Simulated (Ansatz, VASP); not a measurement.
# SrO: VASP beside Ansatz

Contents of POSCAR:

```
SrO
1.0
    0.0000000000      2.5698000000      2.5698000000
    2.5698000000      0.0000000000      2.5698000000
    2.5698000000      2.5698000000      0.0000000000
Sr O
1 1
Direct
   -0.0024320959     -0.0024320959      0.0024320959
    0.5000000000      0.5000000000      0.5000000000
```

The input INCAR.step1:

```
SYSTEM = SrO
PREC = Accurate
ENCUT = 520
ISMEAR = 0
SIGMA = 0.05
LREAL = .FALSE.
LASPH = .TRUE.
NELM = 60
NBANDS = 15
GGA = PE
ALGO = Normal
EDIFF = 1E-4
LWAVE = .TRUE.
LCHARG = .FALSE.
```

File INCAR.step2:

```
SYSTEM = SrO
PREC = Accurate
ENCUT = 520
EDIFF = 1E-7
ISMEAR = 0
SIGMA = 0.05
LREAL = .FALSE.
LASPH = .TRUE.
NELM = 60
ALGO = Normal
ISIF = 2
LWAVE = .FALSE.
LCHARG = .FALSE.
METAGGA = R2SCAN
LMIXTAU = .TRUE.
NBANDS = 15
ISTART = 1
```

KPOINTS

```
regular mesh
0
G
  8 8 8
  0 0 0
```

Input for Ansatz:

```yaml
crystal:
  lattice:
    - [0.0, 2.5698, 2.5698]
    - [2.5698, 0.0, 2.5698]
    - [2.5698, 2.5698, 0.0]
  atoms:
    - { symbol: Sr, position: [-0.0024320959, -0.0024320959, 0.0024320959] }
    - { symbol: O, position: [0.5, 0.5, 0.5] }
basis:
  ecutwfc: 500
kpoints:
  mp_grid: { grid: [8, 8, 8] }
hamiltonian:
  xc: r2scan
scf:
  occupations: { method: gaussian, width: 0.05 }
output:
  forces: true
  stress: true
  eigenvalues: true
```

Change from the starting cell: all Sr atoms moved +0.013 Å, as atom 1 towards its neighbour atom 2 (O) at 2.570 Å.

Alike in both runs: task single point; functional r2SCAN; k mesh 8 × 8 × 8; occupations gaussian, width 0.05 eV; no spin polarisation.

|  | VASP | Ansatz |
| --- | --- | --- |
| version | VASP 6.6.1 | Ansatz 0.2.0 |
| potentials or method | VASP PAW PBE potentials, release 64 (Sr_sv, O), cutoff 520 eV | scalar-relativistic, plane waves, PAW |
| valence electrons in the cell | 16 | 16 |

Ansatz gave:

| Item | Value |
| --- | --- |
| gap on the k mesh at the Fermi level (eV) | 3.80 |
| least direct gap on the mesh (eV) | 3.87 |
| pressure (GPa) | 1.1 |
| rms of the force components (eV/Å) | 0.018 |

Task: Estimate VASP's values.

Result: gap on the k mesh at the Fermi level (eV): 3.74; least direct gap on the mesh (eV): 3.83; pressure (GPa): 1.7; rms of the force components (eV/Å): 0.019.

VASP's potentials were made for PBE, not for r2SCAN. Atom by atom the forces differ by 0.001 eV/Å (rms over components).
